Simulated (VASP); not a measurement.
A run of VASP 6.6.1 is set up as follows.

The input INCAR:

```
SYSTEM = ZrC
  PREC = Accurate
  ENCUT = 520
  EDIFF = 1E-6
  ISMEAR = 0
  SIGMA = 0.1
  LREAL = .False.
  LASPH = .True.
  NELM = 100
  ALGO = Normal
  ISIF = 2
  LWAVE = .False.
  LCHARG = .False.
  GGA = PE
  NBANDS = 24
```

KPOINTS

```
regular mesh
0
Gamma
  12 12 6
  0 0 0
```

File POSCAR:

```
ZrC
1.0
    3.4027020583      0.0000000000      0.0000000000
   -1.7013510291      2.9468264240      0.0000000000
    0.0000000000      0.0000000000      5.7836678454
Zr C
2 2
Direct
    0.3333333300      0.6666666700      0.2216448966
    0.6666666700      0.3333333300      0.7216448966
    0.0000000000      0.0000000000      0.0283551034
    0.0000000000      0.0000000000      0.5283551034
```

Potentials or basis: VASP PAW PBE potentials, release 64 (Zr_sv, C).

The run is started by

```bash
$ cat potpaw_PBE.64/Zr_sv/POTCAR potpaw_PBE.64/C/POTCAR > POTCAR
$ mpirun -np 1 vasp_std > vasp.out
```

Problem. Predict the band gap on the k mesh.

Solution. Zero (band 16 reaches 8.71 eV, above the bottom of band 17 at 8.44 eV).

Problem. Predict the pressure.

Solution. -12.1 GPa.

Forces in eV/Å, atoms in the order of the input:
```
Zr   0.000  0.000  0.819
Zr   0.000  0.000  0.819
C    0.000  0.000 -0.819
C    0.000  0.000 -0.819
```

Caveat: the cell differs from its parent crystal (strained and its atoms moved).
